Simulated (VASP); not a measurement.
# LiBr (Fm-3m) in VASP: further runs

The runs below take LiBr through single point, with PBE.

Everything below comes from runs of VASP 6.6.1. Logs are shortened: lines on timing, memory, paths and dates and some standing lists are left out, and cuts for length are marked.

## 1. The cell of the first run

The structure is cubic, space group Fm-3m (No. 225). Conventional cell: a = 5.397 Å, b = 5.397 Å, c = 5.397 Å, α = 90.00°, β = 90.00°, γ = 90.00°. Li (site symmetry m-3m) has 6 Br at 2.70 Å within 3.6 Å. Within 3.6 Å of Br (site symmetry m-3m) lie 6 Li at 2.70 Å.

## 2. Single point, PBE (volume changed by -6%)

INCAR reads:

```
PREC = Accurate
ENCUT = 750
EDIFF = 1E-6
ISMEAR = 0
SIGMA = 0.01
LREAL = F
LASPH = T
NELM = 120
ALGO = Normal
ISIF = 2
LWAVE = F
LCHARG = T
GGA = PE
LELF = T
LVHAR = T
NBANDS = 12
GGA_COMPAT = F
```

KPOINTS reads:

```
Automatic mesh
0
Gamma
  6 6 6
```

POSCAR reads:

```
LiBr
1.0
    0.0000000000      2.6987491689      2.6987491689
    2.6987491689      0.0000000000      2.6987491689
    2.6987491689      2.6987491689      0.0000000000
Li Br
1 1
Direct
    0.0000000000      0.0000000000      0.0000000000
    0.5000000000      0.5000000000      0.5000000000
```

Potentials or basis: VASP PAW PBE potentials, release 64 (Li_sv, Br).

Launch:

```bash
$ cat potpaw_PBE.64/Li_sv/POTCAR potpaw_PBE.64/Br/POTCAR > POTCAR
$ mpirun -np 1 vasp_std > vasp.out
```

OUTCAR:

```text
PREC = Accurate
   ENCUT = 750
   EDIFF = 1E-6
   ISMEAR = 0
   LREAL = F
   LASPH = T
   NELM = 120
   ISIF = 2
   GGA = PE

 ion  position               nearest neighbor table
   1  0.000  0.000  0.000-   2 2.70   2 2.70   2 2.70   2 2.70   2 2.70   2 2.70
   2  0.500  0.500  0.500-   1 2.70   1 2.70   1 2.70   1 2.70   1 2.70   1 2.70

  LATTYP: Found a face centered cubic cell.
 ALAT       =     5.3974983378

  Lattice vectors:

 A1 = (   0.0000000000,   2.6987491689,   2.6987491689)
 A2 = (   2.6987491689,   0.0000000000,   2.6987491689)
 A3 = (   2.6987491689,   2.6987491689,   0.0000000000)

Analysis of symmetry for initial positions (statically):
=====================================================================
 Subroutine PRICEL returns:
 Original cell was already a primitive cell.

 Routine SETGRP: Setting up the symmetry group for a
 face centered cubic supercell.

 Subroutine GETGRP returns: Found 48 space group operations
 (whereof 48 operations were pure point group operations)
 out of a pool of 48 trial point group operations.

The static configuration has the point symmetry O_h .

Analysis of symmetry for dynamics (positions and initial velocities):
=====================================================================
 Subroutine PRICEL returns:
 Original cell was already a primitive cell.

 Routine SETGRP: Setting up the symmetry group for a
 face centered cubic supercell.

 Subroutine GETGRP returns: Found 48 space group operations
 (whereof 48 operations were pure point group operations)
 out of a pool of 48 trial point group operations.

The dynamic configuration has the point symmetry O_h .

 Subroutine INISYM returns: Found 48 space group operations
 (whereof 48 operations are pure point group operations),
 and found     1 'primitive' translations

----------------------------------------------------------------------------------------

                                     Primitive cell

  volume of cell :      39.3113

  direct lattice vectors                    reciprocal lattice vectors
     0.000000000  2.698749169  2.698749169    -0.185271016  0.185271016  0.185271016
     2.698749169  0.000000000  2.698749169     0.185271016 -0.185271016  0.185271016
     2.698749169  2.698749169  0.000000000     0.185271016  0.185271016 -0.185271016

  length of vectors
     3.816607676  3.816607676  3.816607676     0.320898813  0.320898813  0.320898813

[... 78 lines left out ...]
   ISYM   =      2    0-nonsym 1-usesym 2-fastsym
   POTIM  = 0.5000    time-step for ionic-motion
   TEBEG  =    0.0;   TEEND  =   0.0 temperature during run
   PSTRESS=    0.0 pullay stress
   NELECT =      10.0000    total number of electrons
   NUPDOWN=      -1.0000    fix difference up-down
   EMIN   =  10.00;   EMAX   =-10.00  energy-range for DOS
   EFERMI =   0.00;   METHOD = LEGACY
   ISMEAR =     0;   SIGMA  =   0.01  broadening in eV -4-tet -1-fermi 0-gaus
   EFERMI_NEDOS =   21; number of points for ismear=-14 and -15
   IALGO  =     38    algorithm
   IMIX   =      4    mixing-type and parameters
     AMIX     =   0.40;   BMIX     =  1.00
     AMIX_MAG =   1.60;   BMIX_MAG =  1.00
  volume/ion in A,a.u.               =      19.66       132.64
  Fermi-wavevector in a.u.,A,eV,Ry     =   1.037295  1.960203 14.639611  1.075981
  Thomas-Fermi vector in A             =   2.171726
   LORBIT       =      0    0 simple, 1 ext, 2 COOP (PROOUT), +10 PAW based schemes
   GGA     = PE    functional components
   LHFCALC =     F    Hartree Fock is set to
   AEXX    =    0.0000 exact exchange contribution
   IVDW    =     0    specifies the selected vdW correction
   LEPSILON=     F    determine dielectric tensor
   LRPA    =     F    only Hartree local field effects (RPA)
 non-spin polarized calculation
 Gauss-broadening in eV      SIGMA  =   0.01
  energy-cutoff  :      750.00
  volume of cell :       39.31
 maximum number of plane-waves:      1853
 NGX is ok and might be reduce to    36
   NGX = 17   NGY = 17   NGZ = 17

 number of electron      10.0000001 magnetization

 Free energy of the ion-electron system (eV)
  ---------------------------------------------------
  ext. energy  EPLUGINS =         0.00000000
  ---------------------------------------------------
  free energy    TOTEN  =        -6.62766312 eV

  energy without entropy =       -6.62766312  energy(sigma->0) =       -6.62766312

 E-fermi :   0.8003     XC(G=0):  -8.6650

 val. band max:        0.7247057042   @ k =   0.0000   0.0000   0.0000
 cond. band min:       5.9266709980   @ k =   0.0000   0.0000   0.0000
 fundamental gap:      5.2019652938
 Fermi energy:         0.8003195952

 k-point     1 :       0.0000    0.0000    0.0000
  band No.  band energies     occupation
      1     -43.5936      2.00000
      2     -12.9105      2.00000
      3       0.7247      2.00000
      4       0.7247      2.00000
      5       0.7247      2.00000
      6       5.9267      0.00000
      7      11.2664      0.00000
      8      11.2664      0.00000
      9      11.2664      0.00000
     10      13.2185      0.00000
     11      13.2185      0.00000
     12      13.2185      0.00000
[... 211 lines left out ...]
 k-point    16 :      -0.3333    0.5000    0.1667
  band No.  band energies     occupation
      1     -43.5918      2.00000
      2     -12.1454      2.00000
      3      -2.0518      2.00000
      4      -1.1331      2.00000
      5      -0.5245      2.00000
      6       7.9966      0.00000
      7       9.0682      0.00000
      8      10.7167      0.00000
      9      11.5816      0.00000
     10      14.2052      0.00000
     11      16.3354      0.00000
     12      18.4610      0.00000

------------------------ aborting loop because EDIFF is reached ----------------------------------------

  FORCE on cell =-STRESS in cart. coord.  units (eV):
  Direction    XX          YY          ZZ          XY          YZ          ZX
  --------------------------------------------------------------------------------------
  -------------------------------------------------------------------------------------
  Total        0.4388882      0.4388882      0.4388882      0.0000000      0.0000000     -0.0000000
  in kB       17.8873863     17.8873863     17.8873863      0.0000000      0.0000000     -0.0000000
  external PRESSURE =      17.8873863 kB  Pullay stress =       0.0000000 kB

 VOLUME and BASIS-vectors are now :
 -----------------------------------------------------------------------------
  energy-cutoff  :      750.00
  volume of cell :       39.31
      direct lattice vectors                 reciprocal lattice vectors
     0.000000000  2.698749169  2.698749169    -0.185271016  0.185271016  0.185271016
     2.698749169  0.000000000  2.698749169     0.185271016 -0.185271016  0.185271016
     2.698749169  2.698749169  0.000000000     0.185271016  0.185271016 -0.185271016

 POSITION                                       TOTAL-FORCE (eV/Angst)
 -----------------------------------------------------------------------------------
      0.00000      0.00000      0.00000         0.000000     -0.000000     -0.000000
      2.69875      2.69875      2.69875        -0.000000      0.000000      0.000000
 -----------------------------------------------------------------------------------
    total drift:                                0.000000      0.000000      0.000000

  FREE ENERGIE OF THE ION-ELECTRON SYSTEM (eV)
  ---------------------------------------------------
  free  energy   TOTEN  =        -6.6276631168 eV

  energy  without entropy=       -6.6276631168  energy(sigma->0) =       -6.62766312
```

OSZICAR:

```text
N       E                     dE             d eps       ncg     rms          rms(c)
DAV:   1     0.477475283313E+02    0.47748E+02   -0.45755E+03   384   0.968E+02
DAV:   2    -0.345848196451E+01   -0.51206E+02   -0.48420E+02   488   0.147E+02
DAV:   3    -0.656929347180E+01   -0.31108E+01   -0.30955E+01   492   0.379E+01
DAV:   4    -0.665065363952E+01   -0.81360E-01   -0.81279E-01   512   0.584E+00
DAV:   5    -0.665235616209E+01   -0.17025E-02   -0.17025E-02   516   0.734E-01    0.203E+00
DAV:   6    -0.662329338728E+01    0.29063E-01   -0.55231E-02   468   0.110E+00    0.125E+00
DAV:   7    -0.662556822751E+01   -0.22748E-02   -0.35576E-02   524   0.102E+00    0.434E-01
DAV:   8    -0.662764045594E+01   -0.20722E-02   -0.37660E-03   452   0.421E-01    0.653E-02
DAV:   9    -0.662763226518E+01    0.81908E-05   -0.86731E-05   460   0.683E-02    0.214E-02
DAV:  10    -0.662766195295E+01   -0.29688E-04   -0.44067E-05   460   0.454E-02    0.121E-02
DAV:  11    -0.662766324219E+01   -0.12892E-05   -0.37102E-06   484   0.114E-02    0.482E-03
DAV:  12    -0.662766311683E+01    0.12536E-06   -0.23551E-07   296   0.355E-03
   1 F= -.66276631E+01 E0= -.66276631E+01  d E =-.115732E-28
```

Wall time 14 s (1 thread of Intel Xeon Platinum 8375C at 2.90GHz (Ice Lake), shared host); peak memory 0.2 GiB.

What came out:

| Property | Result |
| --- | --- |
| Free energy | -6.6277 eV |
| Pressure | 1.8 GPa |
| Band gap on the k mesh | 5.20 eV, direct |

 A k mesh can miss the band edges.

## 3. Single point, PBE (volume changed by -3%)

INCAR reads:

```
ALGO = Normal ; EDIFF = 1E-6
ENCUT = 750 ; GGA = PE
GGA_COMPAT = F ; ISIF = 2
ISMEAR = 0 ; LASPH = T
LCHARG = T ; LELF = T
LREAL = F ; LVHAR = T
LWAVE = F ; NBANDS = 12
NELM = 120 ; PREC = Accurate
SIGMA = 0.01
```

KPOINTS reads:

```
k-points
0
Gamma
  6 6 6
```

POSCAR reads:

```
LiBr
1.0
    0.0000000000      2.7271591426      2.7271591426
    2.7271591426      0.0000000000      2.7271591426
    2.7271591426      2.7271591426      0.0000000000
Li Br
1 1
Direct
    0.0000000000      0.0000000000      0.0000000000
    0.5000000000      0.5000000000      0.5000000000
```

Potentials or basis: VASP PAW PBE potentials, release 64 (Li_sv, Br).

Launch:

```bash
$ cat potpaw_PBE.64/Li_sv/POTCAR potpaw_PBE.64/Br/POTCAR > POTCAR
$ mpirun -np 1 vasp_std > vasp.out
```

Wall time 15 s (1 thread of Intel Xeon Platinum 8375C at 2.90GHz (Ice Lake), shared host); peak memory 0.2 GiB.

It converged, with:

* Free energy: -6.6380 eV
* Pressure: 0.8 GPa
* Band gap on the k mesh: 5.06 eV, direct

Levels at points of the mesh, in eV from the valence-band top:
```
           k point  band 3  band 4  band 5  band 6  band 7  band 8
(0.00, 0.00, 0.00)    0.00    0.00    0.00    5.06   10.52   10.52
(0.50, 0.00, 0.00)   -2.99   -0.27   -0.27    5.64    8.11    8.11
(0.50, 0.50, 0.00)   -3.00   -1.19   -1.19    6.28    7.07   11.84
```
